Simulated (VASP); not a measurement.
A run of VASP 6.6.1 is set up as follows.

Contents of INCAR:

```
ALGO     = Normal         # electronic algorithm
EDIFF    = 1E-7           # SCF threshold, eV
ENCUT    = 520            # plane-wave cutoff, eV
GGA      = PE             # functional
ISIF     = 2              # what is computed and relaxed
ISMEAR   = 0              # smearing method
LASPH    = T              # aspherical terms in the spheres
LCHARG   = F              # write CHGCAR
LREAL    = F              # projectors in reciprocal space
LWAVE    = F              # write WAVECAR
NBANDS   = 36             # bands
NELM     = 100            # most SCF steps
PREC     = Accurate       # precision mode
SIGMA    = 0.2            # smearing width, eV
```

KPOINTS

```
k-points
0
Gamma
  4 4 4
```

The input POSCAR:

```
YAlC4N4
1.0
    3.3973483321     -3.4359979355      0.6605545096
    3.3976125830      3.4296898172      0.6559906492
    1.3179570055      0.0042437633      7.8076678549
Y Al C N
1 1 4 4
Direct
    0.6333923015      0.6335386083      0.4302842947
   -0.0406615891      0.9592848790      0.0093407964
    0.2100060509      0.8113102960      0.8134625087
    0.7789568708      0.1575758204      0.1953843676
    0.1574971610      0.7790000245      0.1954739130
    0.8113858577      0.2099934689      0.8134174000
    0.3426788842      0.7570163352      0.6823721248
    0.6559243969      0.1936077679      0.3389599578
    0.1937632343      0.6559461163      0.3389775836
    0.7570568319      0.3427266833      0.6823270534
```

Potentials or basis: VASP PAW PBE potentials, release 64 (Y_sv, Al, C, N).

Run with:

```console
$ cat potpaw_PBE.64/Y_sv/POTCAR potpaw_PBE.64/Al/POTCAR potpaw_PBE.64/C/POTCAR potpaw_PBE.64/N/POTCAR > POTCAR
$ mpirun -np 1 vasp_std > vasp.out
```

What does it give for the band gap on the k mesh?

0.41 eV (least direct gap 0.44 eV).

Estimate the largest force.

0.410 eV/Å.

What does it give for the pressure?

0.4 GPa.

Stress tensor (GPa, compression positive):
```
-0.05  0.00 -0.01
 0.00  0.20  0.00
-0.01  0.00  0.94
```

A k mesh can miss the band edges.
